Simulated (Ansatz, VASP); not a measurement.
One calculation of As, two programs

INCAR

```
PREC = Accurate
ENCUT = 500
EDIFF = 1E-7
ISMEAR = -1
SIGMA = 0.1
LREAL = False
LASPH = True
NELM = 120
ALGO = Normal
ISIF = 3
LWAVE = False
LCHARG = False
GGA = RP
IBRION = 2
NSW = 80
EDIFFG = -0.01
GGA_COMPAT = False
NELMIN = 4
```

The input KPOINTS:

```
Automatic mesh
0
Gamma
  12 12 12
```

File POSCAR:

```
As
1.0
    2.7037441770      0.0000000000      0.0000000000
    0.0000000000      2.7037441770      0.0000000000
    0.0000000000      0.0000000000      2.7037441770
As
1
Direct
    0.0000000000      0.0000000000      0.0000000000
```

Input for Ansatz:

```yaml
crystal:
  lattice:
    - [2.703744177, 0.0, 0.0]
    - [0.0, 2.703744177, 0.0]
    - [0.0, 0.0, 2.703744177]
  atoms:
    - { symbol: As, position: [0.0, 0.0, 0.0] }
hamiltonian:
  xc: rpbe
  pseudopotentials:
    kind: paw
    azcp:
      As: "pseudopotentials/As.paw.azcp"
basis:
  ecutwfc: 420
  fft_grid_basis: typed
kpoints:
  mp_grid: { grid: [12, 12, 12], shift: [0, 0, 0] }
magnetization:
  spin_polarized: false
scf:
  occupations: { method: fermi_dirac, width: 0.1 }
relax:
  max_steps: 60
  f_tol: 0.01
  cell: {}
```

Alike in both runs: task relaxation of cell and atoms; functional RPBE; k mesh 12 × 12 × 12; occupations fermi-dirac, width 0.1 eV; no spin polarisation.

```csv
,VASP,Ansatz
version,VASP 6.6.1,Ansatz 0.2.0
potentials or method,"VASP PAW PBE potentials, release 64 (As), cutoff 500 eV","plane waves (420 eV) with PAW, scalar-relativistic"
valence electrons in the cell,5,15
```

|  | VASP | Ansatz | Ansatz less VASP |
| --- | --- | --- | --- |
| relaxed volume (Å³/atom) | 20.90 | 20.88 | -0.017 |
| relaxed cell length with the largest relative difference (Å) | 2.755 | 2.754 | -0.0008 |

VASP's potentials were made for PBE, not for RPBE. VASP's potentials hold 5 valence electrons a cell and Ansatz's 15, so a difference there can come from the potentials and not from the codes.
